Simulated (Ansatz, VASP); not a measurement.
InSe: VASP beside Ansatz

File INCAR:

```
SYSTEM = InSe
PREC = Accurate
ENCUT = 520
EDIFF = 1E-6
ISMEAR = 0
SIGMA = 0.02
LREAL = .False.
LASPH = .True.
NELM = 80
ALGO = Normal
ISIF = 2
LWAVE = .False.
LCHARG = .True.
LDIPOL = .True.
IDIPOL = 3
DIPOL = 0.5 0.5 0.500
GGA = PE
IVDW = 12
LELF = .True.
LVHAR = .True.
LVACPOTAV = .True.
NBANDS = 27
```

The input KPOINTS:

```
Automatic mesh
0
Gamma
  9 9 1
  0 0 0
```

POSCAR

```
InSe
1.0
    4.0940000000      0.0000000000      0.0000000000
   -2.0470000000      3.5455080031      0.0000000000
    0.0000000000      0.0000000000     36.7211901288
Se In
2 2
Direct
    0.0000000000      0.0000000000      0.4266497246
    0.0000000000      0.0000000000      0.5733225307
    0.6666666667      0.3333333333      0.4619327665
    0.6666666667      0.3333333333      0.5380395423
```

Input for Ansatz:

```yaml
crystal:
  lattice:
    - [4.094, 0.0, 0.0]
    - [-2.047, 3.5455080031, 0.0]
    - [0.0, 0.0, 36.7211901288]
  atoms:
    - { symbol: Se, position: [0.0, 0.0, 0.4266497246] }
    - { symbol: In, position: [0.6666666667, 0.3333333333, 0.4619327665] }
    - { symbol: In, position: [0.6666666667, 0.3333333333, 0.5380395423] }
    - { symbol: Se, position: [0.0, 0.0, 0.5733225307] }
  periodic: [true, true, false]
basis:
  ecutwfc: 420
kpoints:
  mp_grid: { grid: [9, 9, 1] }
hamiltonian:
  xc: pbe
  dispersion: d3bj
scf:
  occupations: { method: gaussian, width: 0.02 }
output:
  forces: true
  stress: true
  eigenvalues: true
```

Alike in both runs: task single point; functional PBE; dispersion D3(BJ); k mesh 9 × 9 × 1; occupations gaussian, width 0.02 eV; no spin polarisation.

```csv
,VASP,Ansatz
version,VASP 6.6.1,Ansatz 0.2.0
potentials or method,"VASP PAW PBE potentials, release 64 (Se, In_d), cutoff 520 eV","scalar-relativistic, plane waves, PAW"
valence electrons in the cell,38,58
```

VASP gave:

| Property | Result |
| --- | --- |
| gap on the k mesh at the Fermi level (eV) | 1.43 |
| least direct gap on the mesh (eV) | 1.49 |
| rms of the force components (eV/Å) | 0.127 |

Problem. What did Ansatz give for the same quantities?

Solution. gap on the k mesh at the Fermi level (eV): 1.44; least direct gap on the mesh (eV): 1.50; rms of the force components (eV/Å): 0.134.

VASP's potentials hold 38 valence electrons a cell and Ansatz's 58, so a difference there can come from the potentials and not from the codes.
